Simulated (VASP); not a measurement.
# Ti in VASP: further runs, part 2 of 2

VASP 6.6.1. The steps go on from the part before.

**5. Single point, LDA (normal strain along x -0.0525, normal strain along y -0.0350)**

INCAR reads:

```
  PREC = Accurate
  ENCUT = 520
  EDIFF = 1E-6
  ISMEAR = 0
  SIGMA = 0.15
  LREAL = F
  LASPH = T
  NELM = 80
  ALGO = Fast
  ISIF = 2
  LWAVE = F
  LCHARG = T
  LELF = T
  LVHAR = T
  NBANDS = 12
```

KPOINTS reads:

```
regular mesh
0
Gamma
  20 20 20
```

POSCAR reads:

```
Ti
1.0
    0.0000000000      1.9305153388      2.0005340298
    1.8955059932      0.0000000000      2.0005340298
    1.8955059932      1.9305153388      0.0000000000
Ti
1
Direct
    0.0000000000      0.0000000000      0.0000000000
```

Potentials or basis: VASP PAW LDA potentials, release 64 (Ti_sv).

Command:

```bash
cat potpaw_LDA.64/Ti_sv/POTCAR > POTCAR
mpirun -np 1 vasp_std > vasp.out
```

OUTCAR:

```text
PREC = Accurate
   ENCUT = 520
   EDIFF = 1E-6
   ISMEAR = 0
   LREAL = F
   LASPH = T
   NELM = 80
   ISIF = 2

 ion  position               nearest neighbor table
   1  0.000  0.000  0.000-

  LATTYP: Found a face centered orthorhombic cell.
 ALAT       =     3.7910119864
 B/A-ratio  =     1.0184696570
 C/A-ratio  =     1.0554089710

  Lattice vectors:

 A1 = (   0.0000000000,   1.9305153388,   2.0005340298)
 A2 = (   1.8955059932,   0.0000000000,   2.0005340298)
 A3 = (   1.8955059932,   1.9305153388,   0.0000000000)

Analysis of symmetry for initial positions (statically):
=====================================================================
 Subroutine PRICEL returns:
 Original cell was already a primitive cell.

 Routine SETGRP: Setting up the symmetry group for a
 face centered orthorhombic supercell.

 Subroutine GETGRP returns: Found  8 space group operations
 (whereof  8 operations were pure point group operations)
 out of a pool of  8 trial point group operations.

The static configuration has the point symmetry D_2h.

Analysis of symmetry for dynamics (positions and initial velocities):
=====================================================================
 Subroutine PRICEL returns:
 Original cell was already a primitive cell.

 Routine SETGRP: Setting up the symmetry group for a
 face centered orthorhombic supercell.

 Subroutine GETGRP returns: Found  8 space group operations
 (whereof  8 operations were pure point group operations)
 out of a pool of  8 trial point group operations.

The dynamic configuration has the point symmetry D_2h.

 Subroutine INISYM returns: Found  8 space group operations
 (whereof  8 operations are pure point group operations),
 and found     1 'primitive' translations

----------------------------------------------------------------------------------------

                                     Primitive cell

  volume of cell :      14.6411

  direct lattice vectors                    reciprocal lattice vectors
     0.000000000  1.930515339  2.000534030    -0.263781809  0.258998201  0.249933264
     1.895505993  0.000000000  2.000534030     0.263781809 -0.258998201  0.249933264
     1.895505993  1.930515339  0.000000000     0.263781809  0.258998201 -0.249933264

  length of vectors
     2.780112566  2.755917157  2.705518886     0.446237098  0.446237098  0.446237098

  position of ions in fractional coordinates (direct lattice)
     0.000000000  0.000000000  0.000000000

  ion indices of the primitive-cell ions
   primitive index   ion index
                 1           1

----------------------------------------------------------------------------------------

 KPOINTS: regular mesh

Automatic generation of k-mesh.
 Grid dimensions read from file:
 generate k-points for:   20   20   20

 Generating k-lattice:

  Cartesian coordinates                     Fractional coordinates (reciprocal lattice)
    -0.013189090  0.012949910  0.012496663     0.050000000  0.000000000  0.000000000
     0.013189090 -0.012949910  0.012496663     0.000000000  0.050000000 -0.000000000
     0.013189090  0.012949910 -0.012496663     0.000000000 -0.000000000  0.050000000

  Length of vectors
     0.022311855  0.022311855  0.022311855

  Shift w.r.t. Gamma in fractional coordinates (k-lattice)
     0.000000000  0.000000000  0.000000000

 Subroutine IBZKPT returns following result:
 ===========================================

 Found   1166 irreducible k-points:

 Following reciprocal coordinates:
            Coordinates               Weight
  0.000000  0.000000  0.000000      1.000000
  0.050000  0.000000 -0.000000      8.000000
  0.100000 -0.000000 -0.000000      8.000000
  0.150000  0.000000 -0.000000      8.000000
  0.200000 -0.000000 -0.000000      8.000000
  0.250000  0.000000  0.000000      8.000000
[... 16 lines left out ...]
 -0.400000  0.050000  0.000000      8.000000
 -0.350000  0.050000  0.000000      8.000000
 [... further k-points ...]
   k-points           NKPTS =   1166   k-points in BZ     NKDIM =   1166   number of bands    NBANDS=     12
   number of dos      NEDOS =    301   number of ions     NIONS =      1
   total plane-waves  NPLWV =   9600
   dimension x,y,z NGX =    24 NGY =   20 NGZ =   20
   dimension x,y,z NGXF=    48 NGYF=   40 NGZF=   40
   ions per type =               1
   NGX,Y,Z   is equivalent  to a cutoff of  14.35, 12.06, 12.29 a.u.
   NGXF,Y,Z  is equivalent  to a cutoff of  28.70, 24.13, 24.58 a.u.
 SYSTEM =  unknown system
   PREC   = accura    normal or accurate (medium, high low for compatibility)
   ISTART =      0    job   : 0-new  1-cont  2-samecut
   ICHARG =      2    charge: 1-file 2-atom 10-const
   ISPIN  =      1    spin polarized calculation?
   LNONCOLLINEAR =      F non collinear calculations
   LSORBIT =      F    spin-orbit coupling
   LASPH  =      T    aspherical Exc in radial PAW
   ENCUT  =  520.0 eV  38.22 Ry    6.18 a.u.   5.17  5.12  5.03*2*pi/ulx,y,z
   NELM   =     80;   NELMIN=  2; NELMDL= -5     # of ELM steps
   EDIFF  = 0.1E-05   stopping-criterion for ELM
   LREAL  =      F    real-space projection
   EDIFFG = 0.1E-04   stopping-criterion for IOM
   NSW    =      0    number of steps for IOM
   IBRION =     -1    ionic relax: 0-MD 1-quasi-New 2-CG
   NFREE  =      0    steps in history (QN), initial steepest desc. (CG)
   ISIF   =      2    stress and relaxation
   ISYM   =      2    0-nonsym 1-usesym 2-fastsym
   POTIM  = 0.5000    time-step for ionic-motion
   TEBEG  =    0.0;   TEEND  =   0.0 temperature during run
   PSTRESS=    0.0 pullay stress
   NELECT =      12.0000    total number of electrons
   NUPDOWN=      -1.0000    fix difference up-down
   EMIN   =  10.00;   EMAX   =-10.00  energy-range for DOS
   EFERMI =   0.00;   METHOD = LEGACY
   ISMEAR =     0;   SIGMA  =   0.15  broadening in eV -4-tet -1-fermi 0-gaus
   EFERMI_NEDOS =   21; number of points for ismear=-14 and -15
   IALGO  =     68    algorithm
   IMIX   =      4    mixing-type and parameters
     AMIX     =   0.40;   BMIX     =  1.00
     AMIX_MAG =   1.60;   BMIX_MAG =  1.00
  volume/ion in A,a.u.               =      14.64        98.80
  Fermi-wavevector in a.u.,A,eV,Ry     =   1.532065  2.895183 31.935901  2.347222
  Thomas-Fermi vector in A             =   2.639322
   LORBIT       =      0    0 simple, 1 ext, 2 COOP (PROOUT), +10 PAW based schemes
   GGA     = CA    functional components
   LHFCALC =     F    Hartree Fock is set to
   AEXX    =    0.0000 exact exchange contribution
   IVDW    =     0    specifies the selected vdW correction
   LEPSILON=     F    determine dielectric tensor
   LRPA    =     F    only Hartree local field effects (RPA)
 non-spin polarized calculation
 RMM-DIIS sequential band-by-band and
 Gauss-broadening in eV      SIGMA  =   0.15
  energy-cutoff  :      520.00
  volume of cell :       14.64
 maximum number of plane-waves:       412
 NGX is ok and might be reduce to    24
   NGX = 11   NGY = 11   NGZ =  9

 number of electron      12.0000000 magnetization

 Free energy of the ion-electron system (eV)
  ---------------------------------------------------
  ext. energy  EPLUGINS =         0.00000000
  ---------------------------------------------------
  free energy    TOTEN  =        -8.45583169 eV

  energy without entropy =       -8.43921463  energy(sigma->0) =       -8.44752316

 E-fermi :   9.9218     XC(G=0): -12.6255

 val. band max:        9.9190042882   @ k =  -0.3500   0.1500   0.0500
 cond. band min:       9.9218062631   @ k =  -0.3500   0.1500   0.3500
 fundamental gap:      0.0028019750
 Fermi energy:         9.9218043486

 k-point     1 :       0.0000    0.0000    0.0000
  band No.  band energies     occupation
      1     -45.8587      2.00000
      2     -21.8217      2.00000
      3     -21.8086      2.00000
      4     -21.8058      2.00000
      5       3.5706      2.00000
      6      10.5703      0.00000
      7      10.9301      0.00000
      8      11.0936      0.00000
      9      12.5903      0.00000
     10      13.1484      0.00000
     11      26.2575      0.00000
     12      30.6045      0.00000
[... 331 lines left out ...]
 k-point    24 :      -0.3500    0.0500    0.0000
  band No.  band energies     occupation
      1     -45.6421      2.00000
      2     -22.8142      2.00000
      3     -21.9965      2.00000
      4     -21.8923      2.00000
      5       6.7714      2.00000
      6      10.2235      0.00445
      7      10.5858      0.00000
      8      11.1558      0.00000
      9      13.5363      0.00000
     10      14.1185      0.00000
     11      21.8371      0.00000
     12      26.1188      0.00000

 [... further k-points ...]

------------------------ aborting loop because EDIFF is reached ----------------------------------------

  FORCE on cell =-STRESS in cart. coord.  units (eV):
  Direction    XX          YY          ZZ          XY          YZ          ZX
  --------------------------------------------------------------------------------------
  -------------------------------------------------------------------------------------
  Total        1.1983510      1.1524842      1.0558196     -0.0000000      0.0000000      0.0000000
  in kB      131.1355007    126.1163001    115.5382957     -0.0000000      0.0000000      0.0000000
  external PRESSURE =     124.2633655 kB  Pullay stress =       0.0000000 kB

 VOLUME and BASIS-vectors are now :
 -----------------------------------------------------------------------------
  energy-cutoff  :      520.00
  volume of cell :       14.64
      direct lattice vectors                 reciprocal lattice vectors
     0.000000000  1.930515339  2.000534030    -0.263781809  0.258998201  0.249933264
     1.895505993  0.000000000  2.000534030     0.263781809 -0.258998201  0.249933264
     1.895505993  1.930515339  0.000000000     0.263781809  0.258998201 -0.249933264

 POSITION                                       TOTAL-FORCE (eV/Angst)
 -----------------------------------------------------------------------------------
      0.00000      0.00000      0.00000         0.000000     -0.000000      0.000000
 -----------------------------------------------------------------------------------
    total drift:                                0.000000      0.000000      0.000000

  FREE ENERGIE OF THE ION-ELECTRON SYSTEM (eV)
  ---------------------------------------------------
  free  energy   TOTEN  =        -8.4558316867 eV

  energy  without entropy=       -8.4392146324  energy(sigma->0) =       -8.44752316
```

It took 3 min on 1 thread of Intel Xeon Platinum 8375C at 2.90GHz (Ice Lake), shared host; peak memory 0.3 GiB.

What came out:

| Item | Value |
| --- | --- |
| Free energy | -8.4558 eV |
| Pressure | 12.4 GPa |
| Band gap on the k mesh | zero (bands 6 and 7 overlap by 1.38 eV) |

Levels at points of the mesh, in eV from the Fermi level:
```tsv
k point	band 3	band 4	band 5	band 6	band 7	band 8	band 9	band 10
(0.00, 0.00, 0.00)	-31.73	-31.73	-6.35	0.65	1.01	1.17	2.67	3.23
(0.50, 0.00, 0.00)	-31.92	-31.84	-3.00	0.51	1.02	1.30	4.25	4.46
(0.50, 0.50, 0.00)	-32.10	-32.07	-3.23	-2.18	3.25	4.35	4.65	4.77
(0.50, 0.00, 0.50)	-32.21	-32.10	-3.24	-2.25	3.97	4.29	4.51	4.93
(0.00, 0.50, 0.50)	-32.23	-32.15	-3.24	-2.32	4.30	4.37	4.59	4.88
```

Caveat: the cell differs from its parent crystal (normal strain along x -0.0525, normal strain along y -0.0350); the cell stands under pressure.

**6. Overview**

| cell | gap on the mesh (eV) | pressure (GPa) |
| --- | --- | --- |
| a = 2.904, b = 2.829 Å, angles 60.9, 58.3, 60.9°, 1 atom | none | -5.7 |
| a = 2.879, b = 2.879, c = 2.928 Å, angles 59.4, 59.4, 61.1°, 1 atom | none | -7.5 |
| a = 2.930, b = 2.829 Å, angles 61.1, 57.7, 61.1°, 1 atom | none | -7.4 |
| a = 2.780, b = 2.756, c = 2.706 Å, angles 61.2, 60.3, 58.5°, 1 atom | none | 12.4 |

Alike in all rows: task single point; level LDA; potentials or basis VASP PAW LDA potentials, release 64 (Ti_sv); no spin polarisation; k mesh 20 × 20 × 20; cutoff (eV) 520; smearing gaussian 0.15 eV.

Caveats: the cell stands under tension (at least some runs); the cell stands under pressure (at least some runs).

Absolute energies hang on the potentials; compare differences alone.
